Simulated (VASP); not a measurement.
A run of VASP 6.6.1 is set up as follows.

The input INCAR:

```
PREC = Accurate
ENCUT = 520
EDIFF = 1E-6
ISMEAR = 0
SIGMA = 0.15
LREAL = False
LASPH = True
NELM = 80
ALGO = Fast
ISIF = 2
LWAVE = False
LCHARG = False
GGA = PE
NBANDS = 22
```

Contents of KPOINTS:

```
regular mesh
0
Gamma
  12 12 12
```

Contents of POSCAR:

```
Bi
1.0
    2.2729996784      1.3123169762      3.9540000000
   -2.2729996784      1.3123169762      3.9540000000
    0.0000000000     -2.6246339523      3.9540000000
Bi
2
Direct
    0.2338900000      0.2338900000      0.2338900000
    0.7661100000      0.7661100000      0.7661100000
```

Potentials or basis: VASP PAW PBE potentials, release 64 (Bi_d).

Command:

```sh
$ cat potpaw_PBE.64/Bi_d/POTCAR > POTCAR
$ mpirun -np 1 vasp_std > vasp.out
```

Question: Predict the largest force.

Answer: 0.199 eV/Å.

Question: Predict the pressure.

Answer: 1.7 GPa.

Question: Predict the band gap on the k mesh.

Answer: Zero (bands 15 and 16 overlap by 0.21 eV).

Stress tensor (GPa, compression positive):
```
1.69 0.00 0.00
0.00 1.69 0.00
0.00 0.00 1.82
```

Caveat: spin-orbit coupling is left out, which moves the levels of the heavy elements.
